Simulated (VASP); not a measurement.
# Hf in VASP: single point with LDA

Aim: the single point of Hf with LDA.

Program: VASP 6.6.1. These are calculated values, not measurements. Logs are shortened: lines on timing, memory, paths and dates and some standing lists are left out, and cuts for length are marked.

## Step 1: The cell of the first run

The typed cell holds 1 atom: a = 3.052 Å, b = 3.052 Å, c = 3.524 Å, α = 54.73°, β = 54.73°, γ = 70.53°.

This isn't the form of Hf at room conditions, which is hcp.

## Step 2: Single point, LDA

INCAR reads:

```
  PREC = Accurate
  ENCUT = 520
  EDIFF = 1E-6
  ISMEAR = 0
  SIGMA = 0.15
  LREAL = F
  LASPH = T
  NELM = 100
  ALGO = Fast
  ISIF = 2
  LWAVE = F
  LCHARG = F
  NBANDS = 11
```

KPOINTS reads:

```
regular mesh
0
Gamma
  20 20 20
```

POSCAR reads:

```
Hf
1.0
    0.0000000000      2.4919911933      1.7618377736
    2.4919911933      0.0000000000      1.7618377736
    2.4919911933      2.4919911933      0.0000000000
Hf
1
Direct
    0.0000000000      0.0000000000      0.0000000000
```

Potentials or basis: VASP PAW LDA potentials, release 64 (Hf_pv).

The run is started by

```console
$ cat potpaw_LDA.64/Hf_pv/POTCAR > POTCAR
$ mpirun -np 1 vasp_std > vasp.out
```

OUTCAR:

```text
PREC = Accurate
   ENCUT = 520
   EDIFF = 1E-6
   ISMEAR = 0
   LREAL = F
   LASPH = T
   NELM = 100
   ISIF = 2

 ion  position               nearest neighbor table
   1  0.000  0.000  0.000-

  LATTYP: Found a body centered tetragonal cell.
 ALAT       =     3.5242077429
 C/A-ratio  =     0.9998489886

  Lattice vectors:

 A1 = (   0.0000000000,  -2.4919911933,  -1.7618377736)
 A2 = (   0.0000000000,   2.4919911933,  -1.7618377736)
 A3 = (   2.4919911933,   0.0000000000,   1.7618377736)

Analysis of symmetry for initial positions (statically):
=====================================================================
 Subroutine PRICEL returns:
 Original cell was already a primitive cell.

 Routine SETGRP: Setting up the symmetry group for a
 body centered tetragonal supercell.

 Subroutine GETGRP returns: Found 16 space group operations
 (whereof 16 operations were pure point group operations)
 out of a pool of 16 trial point group operations.

The static configuration has the point symmetry D_4h.

Analysis of symmetry for dynamics (positions and initial velocities):
=====================================================================
 Subroutine PRICEL returns:
 Original cell was already a primitive cell.

 Routine SETGRP: Setting up the symmetry group for a
 body centered tetragonal supercell.

 Subroutine GETGRP returns: Found 16 space group operations
 (whereof 16 operations were pure point group operations)
 out of a pool of 16 trial point group operations.

The dynamic configuration has the point symmetry D_4h.

 Subroutine INISYM returns: Found 16 space group operations
 (whereof 16 operations are pure point group operations),
 and found     1 'primitive' translations

----------------------------------------------------------------------------------------

                                     Primitive cell

  volume of cell :      21.8821

  direct lattice vectors                    reciprocal lattice vectors
     0.000000000  2.491991193  1.761837774    -0.200642764  0.200642764  0.283794574
     2.491991193  0.000000000  1.761837774     0.200642764 -0.200642764  0.283794574
     2.491991193  2.491991193  0.000000000     0.200642764  0.200642764 -0.283794574

  length of vectors
     3.051899810  3.051899810  3.524207743     0.401315832  0.401315832  0.401315832

  position of ions in fractional coordinates (direct lattice)
     0.000000000  0.000000000  0.000000000

  ion indices of the primitive-cell ions
   primitive index   ion index
                 1           1

----------------------------------------------------------------------------------------

 KPOINTS: regular mesh

Automatic generation of k-mesh.
 Grid dimensions read from file:
 generate k-points for:   20   20   20

 Generating k-lattice:

  Cartesian coordinates                     Fractional coordinates (reciprocal lattice)
    -0.010032138  0.010032138  0.014189729     0.050000000 -0.000000000  0.000000000
     0.010032138 -0.010032138  0.014189729    -0.000000000  0.050000000  0.000000000
     0.010032138  0.010032138 -0.014189729     0.000000000  0.000000000  0.050000000

  Length of vectors
     0.020065792  0.020065792  0.020065792

  Shift w.r.t. Gamma in fractional coordinates (k-lattice)
     0.000000000  0.000000000  0.000000000

 Subroutine IBZKPT returns following result:
 ===========================================

 Found    641 irreducible k-points:

 Following reciprocal coordinates:
            Coordinates               Weight
  0.000000  0.000000  0.000000      1.000000
  0.050000 -0.000000  0.000000      8.000000
  0.100000 -0.000000  0.000000      8.000000
  0.150000  0.000000  0.000000      8.000000
  0.200000 -0.000000  0.000000      8.000000
  0.250000 -0.000000  0.000000      8.000000
[... 16 lines left out ...]
 -0.400000  0.050000  0.000000      8.000000
 -0.350000  0.050000  0.000000      8.000000
 [... further k-points ...]
   k-points           NKPTS =    641   k-points in BZ     NKDIM =    641   number of bands    NBANDS=     11
   number of dos      NEDOS =    301   number of ions     NIONS =      1
   total plane-waves  NPLWV =  16128
   dimension x,y,z NGX =    24 NGY =   24 NGZ =   28
   dimension x,y,z NGXF=    48 NGYF=   48 NGZF=   56
   ions per type =               1
   NGX,Y,Z   is equivalent  to a cutoff of  13.07, 13.07, 13.21 a.u.
   NGXF,Y,Z  is equivalent  to a cutoff of  26.15, 26.15, 26.42 a.u.
 SYSTEM =  unknown system
   PREC   = accura    normal or accurate (medium, high low for compatibility)
   ISTART =      0    job   : 0-new  1-cont  2-samecut
   ICHARG =      2    charge: 1-file 2-atom 10-const
   ISPIN  =      1    spin polarized calculation?
   LNONCOLLINEAR =      F non collinear calculations
   LSORBIT =      F    spin-orbit coupling
   LASPH  =      T    aspherical Exc in radial PAW
   ENCUT  =  520.0 eV  38.22 Ry    6.18 a.u.   5.67  5.67  6.55*2*pi/ulx,y,z
   NELM   =    100;   NELMIN=  2; NELMDL= -5     # of ELM steps
   EDIFF  = 0.1E-05   stopping-criterion for ELM
   LREAL  =      F    real-space projection
   EDIFFG = 0.1E-04   stopping-criterion for IOM
   NSW    =      0    number of steps for IOM
   IBRION =     -1    ionic relax: 0-MD 1-quasi-New 2-CG
   NFREE  =      0    steps in history (QN), initial steepest desc. (CG)
   ISIF   =      2    stress and relaxation
   ISYM   =      2    0-nonsym 1-usesym 2-fastsym
   POTIM  = 0.5000    time-step for ionic-motion
   TEBEG  =    0.0;   TEEND  =   0.0 temperature during run
   PSTRESS=    0.0 pullay stress
   NELECT =      10.0000    total number of electrons
   NUPDOWN=      -1.0000    fix difference up-down
   EMIN   =  10.00;   EMAX   =-10.00  energy-range for DOS
   EFERMI =   0.00;   METHOD = LEGACY
   ISMEAR =     0;   SIGMA  =   0.15  broadening in eV -4-tet -1-fermi 0-gaus
   EFERMI_NEDOS =   21; number of points for ismear=-14 and -15
   IALGO  =     68    algorithm
   IMIX   =      4    mixing-type and parameters
     AMIX     =   0.40;   BMIX     =  1.00
     AMIX_MAG =   1.60;   BMIX_MAG =  1.00
  volume/ion in A,a.u.               =      21.88       147.67
  Fermi-wavevector in a.u.,A,eV,Ry     =   1.260991  2.382927 21.634588  1.590097
  Thomas-Fermi vector in A             =   2.394472
   LORBIT       =      0    0 simple, 1 ext, 2 COOP (PROOUT), +10 PAW based schemes
   GGA     = CA    functional components
   LHFCALC =     F    Hartree Fock is set to
   AEXX    =    0.0000 exact exchange contribution
   IVDW    =     0    specifies the selected vdW correction
   LEPSILON=     F    determine dielectric tensor
   LRPA    =     F    only Hartree local field effects (RPA)
 non-spin polarized calculation
 RMM-DIIS sequential band-by-band and
 Gauss-broadening in eV      SIGMA  =   0.15
  energy-cutoff  :      520.00
  volume of cell :       21.88
 maximum number of plane-waves:       606
   NGX = 11   NGY = 11   NGZ = 13

 number of electron      10.0000000 magnetization

 number of electron       9.9999999 magnetization

 Free energy of the ion-electron system (eV)
  ---------------------------------------------------
  ext. energy  EPLUGINS =         0.00000000
  ---------------------------------------------------
  free energy    TOTEN  =       -10.52551484 eV

  energy without entropy =      -10.50444680  energy(sigma->0) =      -10.51498082

 E-fermi :   4.5931     XC(G=0): -11.5696

 val. band max:        4.5908643038   @ k =  -0.2500   0.0000   0.2500
 cond. band min:       4.5994825767   @ k =   0.3000   0.0000   0.0000
 fundamental gap:      0.0086182729
 Fermi energy:         4.5931296003

 k-point     1 :       0.0000    0.0000    0.0000
  band No.  band energies     occupation
      1     -24.9833      2.00000
      2     -24.9833      2.00000
      3     -24.9832      2.00000
      4      -2.4424      2.00000
      5       6.0591      0.00000
      6       6.0608      0.00000
      7       6.0608      0.00000
      8       8.9171      0.00000
      9       8.9194      0.00000
     10      18.0741      0.00000
     11      18.0747      0.00000

 k-point     2 :       0.0500   -0.0000    0.0000
  band No.  band energies     occupation
      1     -25.0071      2.00000
      2     -24.9906      2.00000
      3     -24.9834      2.00000
      4      -2.3463      2.00000
      5       5.9926      0.00000
      6       6.0380      0.00000
      7       6.1541      0.00000
      8       8.8043      0.00000
      9       8.9162      0.00000
     10      18.1695      0.00000
     11      18.2505      0.00000

 k-point     3 :       0.1000   -0.0000    0.0000
  band No.  band energies     occupation
      1     -25.0756      2.00000
      2     -25.0119      2.00000
      3     -24.9837      2.00000
      4      -2.0649      2.00000
      5       5.8046      0.00000
      6       5.9478      0.00000
      7       6.4345      0.00000
      8       8.5511      0.00000
      9       8.9172      0.00000
     10      18.4145      0.00000
     11      18.7558      0.00000

 k-point     4 :       0.1500    0.0000    0.0000
  band No.  band energies     occupation
      1     -25.1807      2.00000
      2     -25.0449      2.00000
      3     -24.9842      2.00000
      4      -1.6188      2.00000
      5       5.5314      0.00000
      6       5.7464      0.00000
      7       6.8950      0.00000
      8       8.3428      0.00000
      9       8.9338      0.00000
     10      17.0008      0.00000
     11      18.6826      0.00000

 k-point     5 :       0.2000   -0.0000    0.0000
  band No.  band energies     occupation
      1     -25.3104      2.00000
      2     -25.0861      2.00000
      3     -24.9849      2.00000
      4      -1.0455      2.00000
      5       5.2153      0.00000
      6       5.4404      0.00000
      7       7.5246      0.00000
      8       8.2966      0.00000
      9       8.9815      0.00000
     10      16.9998      0.00000
     11      18.6975      0.00000
[... 211 lines left out ...]
 k-point    21 :       0.5000    0.0500    0.0000
  band No.  band energies     occupation
      1     -25.8769      2.00000
      2     -25.2839      2.00000
      3     -25.0043      2.00000
      4       1.2536      2.00000
      5       4.1047      2.00000
      6       5.7093      0.00000
      7       8.4817      0.00000
      8       9.9446      0.00000
      9      12.3095      0.00000
     10      14.9731      0.00000
     11      15.6920      0.00000

 k-point    22 :      -0.4500    0.0500    0.0000
  band No.  band energies     occupation
      1     -25.8567      2.00000
      2     -25.2769      2.00000
      3     -25.0043      2.00000
      4       1.2215      2.00000
      5       4.1433      1.99998
      6       5.5369      0.00000
      7       8.5335      0.00000
      8       9.8608      0.00000
      9      11.9720      0.00000
     10      15.1895      0.00000
     11      15.8771      0.00000

 k-point    23 :      -0.4000    0.0500    0.0000
  band No.  band energies     occupation
      1     -25.7975      2.00000
      2     -25.2566      2.00000
      3     -25.0042      2.00000
      4       1.0930      2.00000
      5       4.2574      1.99845
      6       5.1822      0.00000
      7       8.5606      0.00000
      8       9.6975      0.00000
      9      11.1589      0.00000
     10      15.7026      0.00000
     11      16.4853      0.00000

 k-point    24 :      -0.3500    0.0500    0.0000
  band No.  band energies     occupation
      1     -25.7042      2.00000
      2     -25.2248      2.00000
      3     -25.0040      2.00000
      4       0.7956      2.00000
      5       4.4419      1.84618
      6       4.9214      0.00197
      7       8.4264      0.00000
      8       9.5709      0.00000
      9      10.1702      0.00000
     10      16.3841      0.00000
     11      17.4549      0.00000

 [... further k-points ...]

------------------------ aborting loop because EDIFF is reached ----------------------------------------

  FORCE on cell =-STRESS in cart. coord.  units (eV):
  Direction    XX          YY          ZZ          XY          YZ          ZX
  --------------------------------------------------------------------------------------
  -------------------------------------------------------------------------------------
  Total       -0.9516820     -0.9516820     -0.9525253      0.0000000     -0.0000000     -0.0000000
  in kB      -69.6808631    -69.6808631    -69.7426077      0.0000000     -0.0000000     -0.0000000
  external PRESSURE =     -69.7014446 kB  Pullay stress =       0.0000000 kB

 VOLUME and BASIS-vectors are now :
 -----------------------------------------------------------------------------
  energy-cutoff  :      520.00
  volume of cell :       21.88
      direct lattice vectors                 reciprocal lattice vectors
     0.000000000  2.491991193  1.761837774    -0.200642764  0.200642764  0.283794574
     2.491991193  0.000000000  1.761837774     0.200642764 -0.200642764  0.283794574
     2.491991193  2.491991193  0.000000000     0.200642764  0.200642764 -0.283794574

 POSITION                                       TOTAL-FORCE (eV/Angst)
 -----------------------------------------------------------------------------------
      0.00000      0.00000      0.00000        -0.000000     -0.000000      0.000000
 -----------------------------------------------------------------------------------
    total drift:                               -0.000000     -0.000000     -0.000000

  FREE ENERGIE OF THE ION-ELECTRON SYSTEM (eV)
  ---------------------------------------------------
  free  energy   TOTEN  =       -10.5255148407 eV

  energy  without entropy=      -10.5044467983  energy(sigma->0) =      -10.51498082
```

Run time: 3.2 min. Hardware: 1 thread of Intel Xeon 8259CL, shared host; peak memory 0.26 GiB.

Results:

- Free energy: -10.5255 eV
- Pressure: -7.0 GPa
- Band gap on the k mesh: zero (bands 5 and 6 overlap by 2.23 eV)

Caveat: the cell stands under tension; spin-orbit coupling is left out, which moves the levels of the heavy elements.
